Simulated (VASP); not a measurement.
A run of VASP 6.6.1 is set up as follows.

Contents of POSCAR:

```
Re
1.0
    2.7598270443      0.0000000000      0.0000000000
   -1.3799135221      2.3900803304      0.0000000000
    0.0000000000      0.0000000000      4.4572270891
Re
2
Direct
    0.3333333333      0.6666666667      0.2500000000
    0.6666666667      0.3333333333      0.7500000000
```

File INCAR.step1:

```
PREC = Accurate
ENCUT = 520
ISMEAR = -1
SIGMA = 0.1
LREAL = F
LASPH = T
NELM = 80
NBANDS = 14
GGA = PE
ALGO = Normal
EDIFF = 1E-4
LWAVE = T
LCHARG = F
```

INCAR.step2

```
PREC = Accurate
ENCUT = 520
EDIFF = 1E-6
ISMEAR = -1
SIGMA = 0.1
LREAL = F
LASPH = T
NELM = 80
ALGO = Normal
ISIF = 2
LWAVE = F
LCHARG = T
METAGGA = R2SCAN
LMIXTAU = T
LELF = T
LVHAR = T
NBANDS = 14
ISTART = 1
```

KPOINTS

```
Automatic mesh
0
Gamma
  13 13 7
```

Potentials or basis: VASP PAW PBE potentials, release 64 (Re).

Launch:

```console
$ cat potpaw_PBE.64/Re/POTCAR > POTCAR
$ cp INCAR.step1 INCAR
$ mpirun -np 1 vasp_std > vasp.out
$ cp INCAR.step2 INCAR
$ mpirun -np 1 vasp_std > vasp.out
```

**Question.** Estimate the pressure.

**Answer.** 0.1 GPa.

**Question.** Estimate the band gap on the k mesh.

**Answer.** Zero (band 7 reaches 8.87 eV, above the bottom of band 8 at 6.07 eV).

Stress tensor (GPa, compression positive):
```
 0.09  0.00  0.00
 0.00  0.09  0.00
 0.00  0.00 -0.02
```

Caveat: the PAW data sets were made with another functional, which shifts forces and pressure a little; spin-orbit coupling is left out, which moves the levels of the heavy elements.
